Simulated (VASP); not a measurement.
# Zr2Zn2N: single point with PBE

Crystal: Zr2Zn2N.

```
CELL_PARAMETERS angstrom
3.27649 0.00000 0.00000
-1.63825 2.83753 0.00000
0.00000 0.00000 8.77747
ATOMIC_POSITIONS crystal
Zr 0.33333 0.66667 0.14188
Zr 0.66667 0.33333 0.85812
Zn 0.33333 0.66667 0.60521
Zn 0.66667 0.33333 0.39479
N 0.00000 0.00000 0.00000
```

```yaml
Program: VASP 6.6.1
Task: single point
Functional: PBE
Potentials_or_basis: VASP PAW PBE potentials, release 64 (Zr_sv, Zn, N)
Cutoff: 520 eV
k_mesh: 6 × 6 × 2
Occupations: gaussian, width 0.2 eV
Spin: no spin polarisation
Dipole_correction: no
Further_INCAR_settings: ALGO = Normal; EDIFF = 1e-07; NBANDS = 34
```

```
Pressure               : 0.5 GPa
Largest force          : 0.028 eV/Å
Band gap on the k mesh : zero (an odd number of electrons rules out a gap without spin polarisation)
```

Forces on the atoms (eV/Å):
```
Zr   0.000  0.000  0.028
Zr   0.000  0.000 -0.028
Zn   0.000  0.000  0.014
Zn   0.000  0.000 -0.014
N    0.000  0.000  0.000
```

Stress tensor (GPa, compression positive):
```
0.36 0.00 0.00
0.00 0.36 0.00
0.00 0.00 0.73
```

Levels at points of the mesh, in eV from the Fermi level:
```csv
k point,band 24,band 25,band 26,band 27,band 28,band 29
"(0.00, 0.00, 0.00)",-3.69,-1.49,0.66,0.66,0.71,1.93
"(0.50, 0.00, 0.00)",-2.90,-2.06,-1.05,-0.87,1.71,2.77
"(0.00, 0.00, 0.50)",-4.46,-0.06,0.05,0.67,0.67,2.06
"(0.50, 0.00, 0.50)",-2.72,-2.12,-1.03,-0.83,2.00,2.58
```

Run time: 31 s on 1 thread of Intel(R) Xeon(R) 6975P-C (Granite Rapids), on a shared host, peak memory 0.19 GiB.

Caveat: the k points lie up to 0.37 Å⁻¹ apart, too coarse for converged energies and pressures of a metal.
